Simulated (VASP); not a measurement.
A run of VASP 6.6.1:

The input INCAR:

```
SYSTEM = Sr2BN
ALGO = Normal
EDIFF = 1E-6
ENCUT = 520
GGA = PE
ISIF = 2
ISMEAR = 0
ISPIN = 2
LASPH = .True.
LCHARG = .True.
LELF = .True.
LORBIT = 11
LREAL = .False.
LVHAR = .True.
LWAVE = .False.
MAGMOM = 0 0 0 1
NBANDS = 26
NELM = 150
PREC = Accurate
SIGMA = 0.1
```

KPOINTS

```
k-points
0
Gamma
  6 6 4
  0 0 0
```

The input POSCAR:

```
Sr2BN
1.0
    3.9454813400      0.0000000000      0.0000000000
   -1.9727406700      3.4168870700      0.0000000000
    0.0000000000      0.0000000000      6.4884678300
Sr B N
2 1 1
Direct
    0.3333333300      0.6666666700      0.7766031900
    0.6666666700      0.3333333300      0.2233968100
    0.0000000000      0.0000000000      0.5000000000
    0.0000000000      0.0000000000      0.0000000000
```

Potentials or basis: VASP PAW PBE potentials, release 64 (Sr_sv, B, N).

Command:

```bash
$ cat potpaw_PBE.64/Sr_sv/POTCAR potpaw_PBE.64/B/POTCAR potpaw_PBE.64/N/POTCAR > POTCAR
$ mpirun -np 1 vasp_std > vasp.out
```

Hardware: 1 thread of Oxide Virtual Turin-like Processor, on a shared host.

Task: How long does it take, and how much memory?

Result: It took 87 s on 1 thread of Oxide Virtual Turin-like Processor, on a shared host, peak memory 0.25 GiB. Counts: scf iterations 18, k points 24.
